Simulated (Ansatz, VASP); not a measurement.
# One calculation of Ta4S4Br, two programs

```
Ta S Br
1.0
     3.60786    0.00000    0.00000
    -1.80393    3.12450    0.00000
     0.00000    0.00000   14.77780
Ta S Br
4 4 1
Direct
  0.00000 0.00000 0.81411
  0.00000 0.00000 0.18589
  0.33333 0.66667 0.34530
  0.66667 0.33333 0.65470
  0.33333 0.66667 0.71655
  0.66667 0.33333 0.90818
  0.33333 0.66667 0.09182
  0.66667 0.33333 0.28345
  0.00000 0.00000 0.50000
```

Alike in both runs: functional PBE; dispersion D3(BJ); k mesh 6 × 6 × 2; occupations gaussian, width 0.1 eV; no spin polarisation.

Ansatz relaxed the structure, and its values are those at the end. VASP's run is a single point on that final structure, the one shown.

```csv
,VASP,Ansatz
version,VASP 6.6.1,Ansatz 0.2.0
potentials or method,"VASP PAW PBE potentials, release 64 (Ta_pv, S, Br), cutoff 520 eV","scalar-relativistic, plane waves, PAW"
valence electrons in the cell,75,83
```

VASP gave:

```
gap on the k mesh at the Fermi level (eV) : none
pressure (GPa)                            : 0.2
rms of the force components (eV/Å)        : 0.009
```

**Question.** Which values does Ansatz return?

**Answer.** gap on the k mesh at the Fermi level (eV): none; pressure (GPa): 0.0; rms of the force components (eV/Å): 0.005.

A gap of «none» marks a metal or a gap that the smearing closes. VASP's potentials hold 75 valence electrons a cell and Ansatz's 83, so a difference there can come from the potentials and not from the codes.

Neither program's run includes spin-orbit coupling.
